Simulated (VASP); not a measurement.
# HgTe (I-4m2) in VASP: further runs, part 3 of 3

VASP 6.6.1. The steps go on from the part before.

## 6. Single point, r2SCAN+D3(BJ)

This run uses another cell than the first one, of 32.40 Å³/atom, 1.167 times its volume.

Input file POSCAR:

```
HgTe
1.0
   -3.1628551228      3.1628551228      1.6194454455
    3.1628551228     -3.1628551228      1.6194454455
    3.1628551228      3.1628551228     -1.6194454455
Hg Te
1 1
Direct
    0.2500000000      0.7500000000      0.5000000000
    0.0000000000      0.0000000000      0.0000000000
```

Input file INCAR.step1:

```
SYSTEM = HgTe
PREC = Accurate ; ENCUT = 520
ISMEAR = -1 ; SIGMA = 0.05
LREAL = .False. ; LASPH = .True.
NELM = 100 ; NBANDS = 16
GGA = PE ; ALGO = Normal
EDIFF = 1E-4 ; LWAVE = .True.
LCHARG = .False.
```

Input file INCAR.step2:

```
SYSTEM = HgTe
PREC = Accurate ; ENCUT = 520
EDIFF = 1E-6 ; ISMEAR = -1
SIGMA = 0.05 ; LREAL = .False.
LASPH = .True. ; NELM = 100
ALGO = Normal ; ISIF = 2
LWAVE = .False. ; LCHARG = .False.
METAGGA = R2SCAN ; LMIXTAU = .True.
IVDW = 12 ; VDW_S6 = 1.0
VDW_S8 = 0.78981345 ; VDW_A1 = 0.49484001
VDW_A2 = 5.73083694 ; NBANDS = 16
ISTART = 1
```

Input file KPOINTS:

```
Automatic mesh
0
Gamma
  8 8 8
  0 0 0
```

Potentials or basis: VASP PAW PBE potentials, release 64 (Hg, Te).

On the command line:

```sh
$ cat potpaw_PBE.64/Hg/POTCAR potpaw_PBE.64/Te/POTCAR > POTCAR
$ cp INCAR.step1 INCAR
$ mpirun -np 1 vasp_std > vasp.out
$ cp INCAR.step2 INCAR
$ mpirun -np 1 vasp_std > vasp.out
```

OUTCAR:

```text
SYSTEM = HgTe
   PREC = Accurate
   ENCUT = 520
   EDIFF = 1E-6
   ISMEAR = -1
   LREAL = .False.
   LASPH = .True.
   NELM = 100
   ISIF = 2
   METAGGA = R2SCAN
   IVDW = 12
   ISTART = 1
 IVDW          = 12

 ion  position               nearest neighbor table
   1  0.250  0.750  0.500-   2 3.26   2 3.26   2 3.26   2 3.26
   2  0.000  0.000  0.000-   1 3.26   1 3.26   1 3.26   1 3.26

  LATTYP: Found a body centered tetragonal cell.
 ALAT       =     6.3257102456
 C/A-ratio  =     0.5120201156

[... 645 lines left out ...]

 Edisp (eV)   -0.35971

 E8    (eV) :    -0.1291

  FORCE on cell =-STRESS in cart. coord.  units (eV):
  Direction    XX          YY          ZZ          XY          YZ          ZX
  --------------------------------------------------------------------------------------
  -------------------------------------------------------------------------------------
  Total      -2.26649    -2.26649    -2.37202     0.00000    -0.00000     0.00000
  in kB     -56.03761   -56.03761   -58.64666     0.00000    -0.00000     0.00000
  external pressure =      -56.91 kB  Pullay stress =        0.00 kB

 VOLUME and BASIS-vectors are now :
 -----------------------------------------------------------------------------
  energy-cutoff  :      520.00
  volume of cell :       64.80
      direct lattice vectors                 reciprocal lattice vectors
    -3.162855123  3.162855123  1.619445446     0.000000000  0.158085015  0.308747665
     3.162855123 -3.162855123  1.619445446     0.158085015  0.000000000  0.308747665
     3.162855123  3.162855123 -1.619445446     0.158085015  0.158085015  0.000000000

 POSITION                                       TOTAL-FORCE (eV/Angst)
 -----------------------------------------------------------------------------------
      3.16286      0.00000      0.80972         0.000000     -0.000000      0.000000
      0.00000      0.00000      0.00000        -0.000000      0.000000     -0.000000
 -----------------------------------------------------------------------------------
    total drift:                               -0.000000      0.000000      0.000000

  FREE ENERGIE OF THE ION-ELECTRON SYSTEM (eV)
  ---------------------------------------------------
  free  energy   TOTEN  =       -75.0164464697 eV

  energy  without entropy=      -75.0105176851  energy(sigma->0) =      -75.01348208
```

OUTCAR.step1:

```text
SYSTEM = HgTe
   PREC = Accurate
   ENCUT = 520
   ISMEAR = -1
   LREAL = .False.
   LASPH = .True.
[... 677 lines left out ...]
      3.16286      0.00000      0.80972         0.000000     -0.000000      0.000000
      0.00000      0.00000      0.00000        -0.000000      0.000000     -0.000000
 -----------------------------------------------------------------------------------
    total drift:                                0.000000     -0.000000      0.000000

  FREE ENERGIE OF THE ION-ELECTRON SYSTEM (eV)
  ---------------------------------------------------
  free  energy   TOTEN  =        -3.2301164405 eV

  energy  without entropy=       -3.2235545267  energy(sigma->0) =       -3.22683548
```

OSZICAR.step1:

```text
N       E                     dE             d eps       ncg     rms          rms(c)
DAV:   1     0.960475793637E+02    0.96048E+02   -0.76520E+03  1896   0.953E+02
DAV:   2    -0.271440378835E+00   -0.96319E+02   -0.89763E+02  2192   0.223E+02
DAV:   3    -0.333796953426E+01   -0.30665E+01   -0.30562E+01  2392   0.395E+01
DAV:   4    -0.335287808364E+01   -0.14909E-01   -0.14907E-01  2432   0.292E+00
DAV:   5    -0.335305710773E+01   -0.17902E-03   -0.17902E-03  2424   0.323E-01    0.524E+00
DAV:   6    -0.323455887604E+01    0.11850E+00   -0.22179E-01  2192   0.534E+00    0.378E+00
DAV:   7    -0.323025150321E+01    0.43074E-02   -0.35857E-02  2248   0.129E+00    0.144E+00
DAV:   8    -0.323007476782E+01    0.17674E-03   -0.46139E-03  2136   0.714E-01    0.175E-01
DAV:   9    -0.323011644048E+01   -0.41673E-04   -0.35869E-04  2368   0.165E-01
   1 F= -.32301164E+01 E0= -.32268355E+01  d E =-.656191E-02
```

Run time: 3.3 min. Hardware: 1 thread of Intel Xeon Platinum 8259CL at 2.50GHz (Skylake/Cascade Lake), shared host; peak memory 0.26 GiB.

Results:

- Free energy: -75.0164 eV
- Pressure: -5.7 GPa
- Band gap on the k mesh: zero (band 9 reaches 4.34 eV, above the bottom of band 10 at 1.79 eV)
- Dispersion energy per atom: -0.180 eV

Levels at points of the mesh, in eV from the Fermi level:
```
           k point  band 5  band 6  band 7  band 8  band 9  band 10  band 11  band 12  band 13  band 14
(0.00, 0.00, 0.00)   -6.36   -6.36   -3.38   -2.24   -2.24     3.05     5.08     6.96     6.96     9.16
(0.50, 0.00, 0.00)   -6.51   -6.26   -4.36   -1.98   -1.08     0.08     3.17     4.28     6.03     8.32
(0.50, 0.50, 0.00)   -6.34   -6.32   -5.86   -1.03    1.17     2.46     2.70     3.68     8.88    10.60
(0.50, 0.50, 0.50)   -6.33   -6.30   -4.08   -3.83   -3.83     2.79     7.53     7.82     7.82    11.91
```

Caveat: three body term missing; the PAW data sets were made with another functional, which shifts forces and pressure a little; spin-orbit coupling is left out, which moves the levels of the heavy elements; pairwise dispersion overbinds metals, which lowers pressure and volume.

## 7. The runs side by side

| cell | gap on the mesh (eV) | pressure (GPa) |
| --- | --- | --- |
| a = 4.519 Å, angles 96.7, 96.7, 140.2°, 2 atoms | none | -0.7 |
| a = 4.581 Å, angles 96.7, 96.7, 140.2°, 2 atoms | none | -2.5 |
| a = 4.641 Å, angles 96.7, 96.7, 140.2°, 2 atoms | none | -3.9 |
| a = 4.700 Å, angles 96.7, 96.7, 140.2°, 2 atoms | none | -4.9 |
| a = 4.757 Å, angles 96.7, 96.7, 140.2°, 2 atoms | none | -5.7 |

Alike in all rows: task single point; level r2SCAN+D3(BJ); potentials or basis VASP PAW PBE potentials, release 64 (Hg, Te); no spin polarisation; k mesh 8 × 8 × 8; cutoff (eV) 520; smearing fermi-dirac 0.05 eV.

Caveats: three body term missing; the PAW data sets were made with another functional, which shifts forces and pressure a little; spin-orbit coupling is left out, which moves the levels of the heavy elements; pairwise dispersion overbinds metals, which lowers pressure and volume.

Total energies depend on the potentials used, so only differences within one code and one set of settings carry meaning.
